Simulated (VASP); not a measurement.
# InSb3 (Pm-3m) in VASP: single point with revPBE+D4+U

Aim: the single point of InSb3 with revPBE+D4+U.

All numbers are computed with VASP 6.6.1; they aren't measurements. Logs are shortened: lines on timing, memory, paths and dates and some standing lists are left out, and cuts for length are marked.

## 1. The cell of the first run

It takes space group Pm-3m (No. 221, cubic). Conventional cell: a = 4.806 Å, b = 4.806 Å, c = 4.806 Å, α = 90.00°, β = 90.00°, γ = 90.00°. In (site symmetry m-3m) has 12 Sb at 3.40 Å within 4.5 Å. Within 4.5 Å of Sb (site symmetry 4/mmm) lie 4 In at 3.40 Å and 8 Sb at 3.40 Å.

## 2. Single point, revPBE+D4+U, collinear spin

INCAR reads:

```
  ALGO = Normal
  EDIFF = 1E-7
  ENCUT = 520
  GGA = RE
  ISIF = 2
  ISMEAR = 0
  ISPIN = 2
  IVDW = 13
  LASPH = T
  LCHARG = T
  LDAU = T
  LDAUJ = 0.86 0
  LDAUL = 2 -1
  LDAUPRINT = 1
  LDAUTYPE = 1
  LDAUU = 5.8 0
  LELF = T
  LORBIT = 11
  LREAL = F
  LVHAR = T
  LWAVE = F
  MAGMOM = 0.78 1.24 1.24 1.24
  NBANDS = 26
  NELM = 150
  NUPDOWN = 6.0
  PREC = Accurate
  SIGMA = 0.1
```

KPOINTS reads:

```
k-points
0
Gamma
  2 2 2
```

POSCAR reads:

```
InSb3
1.0
    4.8063670000      0.0000000000      0.0000000000
    0.0000000000      4.8063670000      0.0000000000
    0.0000000000      0.0000000000      4.8063670000
In Sb
1 3
Direct
    0.9920000000      0.9240000000      0.2340000000
    1.4920000000      0.9240000000      0.7340000000
    0.9920000000      1.4240000000      0.7340000000
    1.4920000000      1.4240000000      0.2340000000
```

Potentials or basis: VASP PAW PBE potentials, release 64 (In_d, Sb).

Run with:

```sh
$ cat potpaw_PBE.64/In_d/POTCAR potpaw_PBE.64/Sb/POTCAR > POTCAR
$ mpirun -np 1 vasp_std > vasp.out
```

OUTCAR:

```text
EDIFF = 1E-7
   ENCUT = 520
   GGA = RE
   ISIF = 2
   ISMEAR = 0
   ISPIN = 2
   IVDW = 13
   LASPH = T
   LORBIT = 11
   LREAL = F
   NELM = 150
   NUPDOWN = 6.0
   PREC = Accurate

 ion  position               nearest neighbor table
   1  0.992  0.924  0.234-   2 3.40   3 3.40   4 3.40   2 3.40   3 3.40   3 3.40   4 3.40   3 3.40
                             2 3.40   4 3.40   2 3.40   4 3.40
   2  0.492  0.924  0.734-   1 3.40   3 3.40   4 3.40   1 3.40   4 3.40   3 3.40   4 3.40   4 3.40
                             1 3.40   3 3.40   1 3.40   3 3.40
   3  0.992  0.424  0.734-   1 3.40   2 3.40   4 3.40   1 3.40   4 3.40   1 3.40   2 3.40   1 3.40
                             2 3.40   4 3.40   4 3.40   2 3.40
   4  0.492  0.424  0.234-   1 3.40   2 3.40   3 3.40   2 3.40   3 3.40   1 3.40   2 3.40   2 3.40
                             1 3.40   3 3.40   3 3.40   1 3.40

  LATTYP: Found a simple cubic cell.
 ALAT       =     4.8063670000

  Lattice vectors:

 A1 = (   4.8063670000,   0.0000000000,   0.0000000000)
 A2 = (   0.0000000000,   4.8063670000,   0.0000000000)
 A3 = (   0.0000000000,   0.0000000000,   4.8063670000)

Analysis of symmetry for initial positions (statically):
=====================================================================
 Subroutine PRICEL returns:
 Original cell was already a primitive cell.

 Routine SETGRP: Setting up the symmetry group for a
 simple cubic supercell.

 Subroutine GETGRP returns: Found 48 space group operations
 (whereof  1 operations were pure point group operations)
 out of a pool of 48 trial point group operations.

The static configuration has the point symmetry C_1 .
 The point group associated with its full space group is O_h .

Analysis of symmetry for dynamics (positions and initial velocities):
=====================================================================
 Subroutine PRICEL returns:
 Original cell was already a primitive cell.

 Routine SETGRP: Setting up the symmetry group for a
 simple cubic supercell.

 Subroutine GETGRP returns: Found 48 space group operations
 (whereof  1 operations were pure point group operations)
 out of a pool of 48 trial point group operations.

The dynamic configuration has the point symmetry C_1 .
 The point group associated with its full space group is O_h .

Analysis of structural, dynamic, and magnetic symmetry:
[... 168 lines left out ...]
  o =  1.0012  v =  0.0000  0.1185 -0.0000 -0.9930 -0.0000  0.0000  0.0000  0.0000  0.0000  0.0000      0.0000  0.0000  0.0000  0.0000  0.0000  0.0000  0.0000  0.0000  0.0000  0.0000
  o =  1.0012  v =  0.0000  0.9930 -0.0000  0.1185  0.0000  0.0000  0.0000  0.0000  0.0000  0.0000      0.0000  0.0000  0.0000  0.0000  0.0000  0.0000  0.0000  0.0000  0.0000  0.0000

 number of electron      27.9999995 magnetization       6.0000003

 Free energy of the ion-electron system (eV)
  ---------------------------------------------------
  ext. energy  EPLUGINS =         0.00000000
  ---------------------------------------------------
  free energy    TOTEN  =        -7.26256758 eV

  energy without entropy =       -7.26140603  energy(sigma->0) =       -7.26198681

 E-fermi :   6.3626     XC(G=0):  -9.8972

 val. band max:        9.5333001001   @ k =   0.5000   0.0000   0.0000
 cond. band min:       6.5799377100   @ k =   0.5000   0.0000   0.0000
 fundamental gap:     -2.9533623901
 Fermi energy:         9.7318570122

 spin component 1

 k-point     1 :       0.0000    0.0000    0.0000
  band No.  band energies     occupation
      1      -8.9760      1.00000
      2      -8.9760      1.00000
      3      -8.9760      1.00000
      4      -8.9676      1.00000
      5      -8.9676      1.00000
      6      -4.7564      1.00000
[... 105 lines left out ...]
     25      16.3386      0.00000
     26      16.3386      0.00000
 Fermi energy:         6.3626322596

 spin component 2

 k-point     1 :       0.0000    0.0000    0.0000
  band No.  band energies     occupation
      1      -8.7689      1.00000
      2      -8.7689      1.00000
      3      -8.7689      1.00000
      4      -8.7635      1.00000
      5      -8.7635      1.00000
      6      -3.5376      1.00000
[... 105 lines left out ...]
     25      17.7383      0.00000
     26      17.7383      0.00000

------------------------ aborting loop because EDIFF is reached ----------------------------------------

  DFT-D4 for vdW energy calculation

  Edisp (eV):   -3.03962

  FORCE on cell =-STRESS in cart. coord.  units (eV):
  Direction    XX          YY          ZZ          XY          YZ          ZX
  --------------------------------------------------------------------------------------
  -------------------------------------------------------------------------------------
  Total       3.95242     3.95242     3.95242     0.00000     0.00000     0.00000
  in kB      57.03262    57.03262    57.03262     0.00000     0.00000     0.00000
  external pressure =       57.03 kB  Pullay stress =        0.00 kB

 VOLUME and BASIS-vectors are now :
 -----------------------------------------------------------------------------
  energy-cutoff  :      520.00
  volume of cell :      111.03
      direct lattice vectors                 reciprocal lattice vectors
     4.806367000  0.000000000  0.000000000     0.208057354  0.000000000  0.000000000
     0.000000000  4.806367000  0.000000000     0.000000000  0.208057354  0.000000000
     0.000000000  0.000000000  4.806367000     0.000000000  0.000000000  0.208057354

 POSITION                                       TOTAL-FORCE (eV/Angst)
 -----------------------------------------------------------------------------------
      4.76792      4.44108      1.12469         0.000000      0.000000      0.000000
      2.36473      4.44108      3.52787         0.000000      0.000000      0.000000
      4.76792      2.03790      3.52787         0.000000      0.000000      0.000000
      2.36473      2.03790      1.12469         0.000000      0.000000      0.000000
 -----------------------------------------------------------------------------------
    total drift:                                0.000033     -0.000013     -0.000063

  FREE ENERGIE OF THE ION-ELECTRON SYSTEM (eV)
  ---------------------------------------------------
  free  energy   TOTEN  =       -10.3021889675 eV

  energy  without entropy=      -10.3010274133  energy(sigma->0) =      -10.30160819

 total charge

# of ion       s       p       d       tot
------------------------------------------
    1        1.043   0.429   9.935  11.408
    2        1.226   1.092   0.036   2.353
    3        1.226   1.092   0.036   2.353
    4        1.226   1.092   0.036   2.353
--------------------------------------------------
tot          4.720   3.704  10.042  18.466

 magnetization (x)

# of ion       s       p       d       tot
------------------------------------------
    1        0.187   0.310   0.042   0.538
    2        0.034   0.613   0.026   0.673
    3        0.034   0.613   0.026   0.673
    4        0.034   0.613   0.026   0.673
--------------------------------------------------
tot          0.290   2.148   0.120   2.558
```

Wall time 23 s (1 thread of Intel Xeon 6455B, shared host); peak memory 0.24 GiB.

What came out:

```yaml
Free_energy: -10.3022 eV
Pressure: 5.7 GPa
Net_moment: 6.00 μB per cell
Site_moments: In +0.54; Sb +0.67 μB
Valence_electrons_inside_the_program's_atomic_spheres: In 11.41; Sb 2.35
Dispersion_energy_per_atom: -0.760 eV
```

Eigenvalues of the final occupation matrices:
| site | spin | trace | eigenvalues |
| --- | --- | --- | --- |
| site 1 d | 1 | 5.00 | 1.00 1.00 1.00 1.00 1.00 |
| site 1 d | 2 | 4.95 | 0.99 0.99 0.99 0.99 0.99 |

Caveat: the k points lie up to 0.65 Å⁻¹ apart; the moment is held away from its start; the PAW data sets were made with another functional, which shifts forces and pressure a little; spin-orbit coupling is left out, which moves the levels of the heavy elements; the total moment is fixed, so each spin has its own Fermi level; the U is typed as a test and isn't derived for this compound.
